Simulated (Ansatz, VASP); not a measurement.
SnTe in VASP and in Ansatz

File INCAR:

```
SYSTEM = SnTe
PREC = Accurate
ENCUT = 600
EDIFF = 1E-6
ISMEAR = -1
SIGMA = 0.05
LREAL = .False.
LASPH = .True.
NELM = 100
ALGO = Normal
ISIF = 3
LWAVE = .False.
LCHARG = .False.
GGA = B5
ALDAX = 1.0
AGGAX = 1.0
AGGAC = 1.0
ALDAC = 0.0
IVDW = 13
VDW_S6 = 1.0
VDW_S8 = 2.34076671
VDW_A1 = 0.44488865
VDW_A2 = 4.0933009
IBRION = 2
NSW = 80
EDIFFG = -0.005
```

The input KPOINTS:

```
regular mesh
0
Gamma
  7 7 7
  0 0 0
```

File POSCAR:

```
SnTe
1.0
    0.0000000000      3.1508500000      3.1508500000
    3.1508500000      0.0000000000      3.1508500000
    3.1508500000      3.1508500000      0.0000000000
Te Sn
1 1
Direct
    0.5000000000      0.5000000000      0.5000000000
    0.0000000000      0.0000000000      0.0000000000
```

The input input.yaml:

```yaml
crystal:
  lattice:
    - [0.0, 3.15085, 3.15085]
    - [3.15085, 0.0, 3.15085]
    - [3.15085, 3.15085, 0.0]
  atoms:
    - { symbol: Te, position: [0.5, 0.5, 0.5] }
    - { symbol: Sn, position: [0.0, 0.0, 0.0] }
kpoints:
  mp_grid: { grid: [7, 7, 7] }
scf:
  occupations: { method: fermi_dirac, width: 0.05 }
hamiltonian:
  xc: blyp
  dispersion: d4
  pseudopotentials: { kind: all_electron, lapw: { basis_error: 0.001 } }
output:
  forces: true
  stress: true
relax:
  f_tol: 0.005
  max_steps: 60
  cell: {}
```

Alike in both runs: task relaxation of cell and atoms; functional BLYP; dispersion D4; k mesh 7 × 7 × 7; occupations fermi-dirac, width 0.05 eV; no spin polarisation.

|  | VASP | Ansatz |
| --- | --- | --- |
| version | VASP 6.6.1 | Ansatz 0.2.0 |
| potentials or method | VASP PAW PBE potentials, release 64 (Te, Sn_d), cutoff 600 eV | all-electron LAPW, scalar-relativistic |

|  | VASP | Ansatz | Ansatz less VASP |
| --- | --- | --- | --- |
| relaxed volume (Å³/atom) | 32.68 | 32.58 | -0.100 |
| relaxed cell length with the largest relative difference (Å) | 4.521 | 4.517 | -0.0046 |

VASP's potentials were made for PBE, not for BLYP. Ansatz ran all-electron here, and VASP with PAW potentials.

Spin-orbit coupling is off throughout.
